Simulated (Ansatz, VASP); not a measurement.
## One calculation of ZnO, two programs

```
Zn O
1.0
     3.24940    0.00000    0.00000
    -1.62470    2.81406    0.00000
     0.00000    0.00000    4.94361
Zn O
2 2
Cartesian
  0.0000 1.8760 0.0000
  1.6247 0.9380 2.4718
  0.0000 1.8760 1.8890
  1.6247 0.9380 4.3608
```

Change from the starting cell: strain +0.000 along x and y, -0.050 along z, atoms carried along.

Alike in both runs: task single point; functional PBEsol; k mesh 9 × 9 × 6; occupations gaussian, width 0.05 eV; no spin polarisation.

|  | VASP | Ansatz |
| --- | --- | --- |
| version | VASP 6.6.1 | Ansatz 0.2.0 |
| potentials or method | VASP PAW PBE potentials, release 64 (Zn, O_h), cutoff 910 eV | scalar-relativistic, plane waves, PAW |
| valence electrons in the cell | 36 | 36 |

|  | VASP | Ansatz | Ansatz less VASP |
| --- | --- | --- | --- |
| gap on the k mesh at the Fermi level (eV) | 0.82 | 0.83 | +0.011 |
| least direct gap on the mesh (eV) | 0.82 | 0.83 | +0.011 |
| rms of the force components (eV/Å) | 0.373 | 0.356 | -0.0167 |

VASP's potentials were made for PBE, not for PBEsol. Atom by atom the forces differ by 0.017 eV/Å (rms over components). With one functional, cell and mesh, what is left measures potentials, basis and numerics.

Noted on VASP's run: the cutoff is short for stress, so the pressure is rough.
